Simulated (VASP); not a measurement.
# Bi: single point with PBEsol

Crystal: Bi.

```
CELL_PARAMETERS angstrom
0.00000 2.47274 2.47274
2.47274 0.00000 2.47274
2.47274 2.47274 0.00000
ATOMIC_POSITIONS crystal
Bi 0.00000 0.00000 0.00000
```

This isn't the form of Bi at room conditions, which is rhombohedral.

```
Program             : VASP 6.6.1
Task                : single point
Functional          : PBEsol
Potentials or basis : VASP PAW PBE potentials, release 64 (Bi_d)
Cutoff              : 520 eV
k mesh              : 12 × 12 × 12
Occupations         : fermi-dirac, width 0.1 eV
Spin                : no spin polarisation
```

```yaml
Pressure: -0.3 GPa
Band_gap_on_the_k_mesh: zero (an odd number of electrons rules out a gap without spin polarisation)
```

Levels at points of the mesh, in eV from the Fermi level:
| k point | band 5 | band 6 | band 7 | band 8 | band 9 | band 10 |
| --- | --- | --- | --- | --- | --- | --- |
| (0.00, 0.00, 0.00) | -22.99 | -13.85 | 5.10 | 5.10 | 5.10 | 9.02 |
| (0.50, 0.00, 0.00) | -22.90 | -10.84 | -5.51 | 3.45 | 3.45 | 7.51 |
| (0.50, 0.50, 0.00) | -22.88 | -9.67 | -4.67 | 0.32 | 0.32 | 4.02 |

It took 40 s on 1 thread of Intel Xeon 8259CL (shared host), peak memory 0.17 GiB.

Caveat: the PAW data sets were made with another functional, which shifts forces and pressure a little; spin-orbit coupling is left out, which moves the levels of the heavy elements.
